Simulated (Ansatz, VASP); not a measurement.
**One calculation of WSe2, two programs**

File INCAR:

```
SYSTEM = WSe2
PREC     = Accurate       ! precision mode
ENCUT    = 520            ! plane-wave cutoff, eV
EDIFF    = 1E-6           ! SCF threshold, eV
ISMEAR   = -1             ! smearing method
SIGMA    = 0.08           ! smearing width, eV
LREAL    = .FALSE.        ! projectors in reciprocal space
LASPH    = .TRUE.         ! aspherical terms in the spheres
NELM     = 100            ! most SCF steps
ALGO     = Normal         ! electronic algorithm
ISIF     = 2              ! what is computed and relaxed
LWAVE    = .FALSE.        ! write WAVECAR
LCHARG   = .FALSE.        ! write CHGCAR
GGA      = PS             ! functional
NBANDS   = 35             ! bands
```

KPOINTS

```
Automatic mesh
0
G
  11 11 3
  0 0 0
```

POSCAR

```
WSe2
1.0
    3.1912984970      0.0000000000      0.0000000000
   -1.5956492484      2.7637455694      0.0000000000
    0.0000000000      0.0000000000     12.9700000000
W Se
2 4
Direct
    0.3333333333      0.6666666667      0.2500000000
    0.6666666667      0.3333333333      0.7500000000
    0.3333333333      0.6666666667      0.6210000000
    0.6666666667      0.3333333333      0.1210000000
    0.3333333333      0.6666666667      0.8790000000
    0.6666666667      0.3333333333      0.3790000000
```

Input for Ansatz:

```yaml
crystal:
  lattice:
    - [3.191298497, 0.0, 0.0]
    - [-1.5956492484, 2.7637455694, 0.0]
    - [0.0, 0.0, 12.97]
  atoms:
    - { symbol: W, position: [0.3333333333, 0.6666666667, 0.25] }
    - { symbol: W, position: [0.6666666667, 0.3333333333, 0.75] }
    - { symbol: Se, position: [0.3333333333, 0.6666666667, 0.621] }
    - { symbol: Se, position: [0.6666666667, 0.3333333333, 0.121] }
    - { symbol: Se, position: [0.3333333333, 0.6666666667, 0.879] }
    - { symbol: Se, position: [0.6666666667, 0.3333333333, 0.379] }
kpoints:
  mp_grid: { grid: [11, 11, 3] }
  band_path:
    path:
      - [0.0, 0.0, 0.0]
      - [0.5, 0.0, 0.0]
      - [0.3333333333, 0.3333333333, 0.0]
      - [0.0, 0.0, 0.0]
      - [0.0, 0.0, 0.5]
      - [0.5, 0.0, 0.5]
      - [0.3333333333, 0.3333333333, 0.5]
      - [0.0, 0.0, 0.5]
      - [0.5, 0.0, 0.5]
    npoints: 5
scf:
  occupations: { method: fermi_dirac, width: 0.08 }
hamiltonian:
  xc: pbesol
  pseudopotentials: { kind: all_electron, lapw: { basis_error: 0.0005 } }
output:
  forces: true
  stress: true
  eigenvalues: true
```

Change from the starting cell: equal xx and yy strain of -3 %.

Alike in both runs: task single point; functional PBEsol; k mesh 11 × 11 × 3; occupations fermi-dirac, width 0.08 eV; no spin polarisation.

|  | VASP | Ansatz |
| --- | --- | --- |
| version | VASP 6.6.1 | Ansatz 0.2.0 |
| potentials or method | VASP PAW PBE potentials, release 64 (W_sv, Se), cutoff 520 eV | all-electron LAPW, scalar-relativistic |

```tsv
	VASP	Ansatz	Ansatz less VASP
pressure (GPa)	8.4	7.9	-0.51
traceless stress, the component that is largest in VASP (GPa)	-1.45	-1.58	-0.129
rms of the force components (eV/Å)	0.304	0.271	-0.0328
```

VASP's potentials were made for PBE, not for PBEsol. Atom by atom the forces differ by 0.033 eV/Å (rms over components). Ansatz ran all-electron here, and VASP with PAW potentials.

Neither program's run includes spin-orbit coupling.
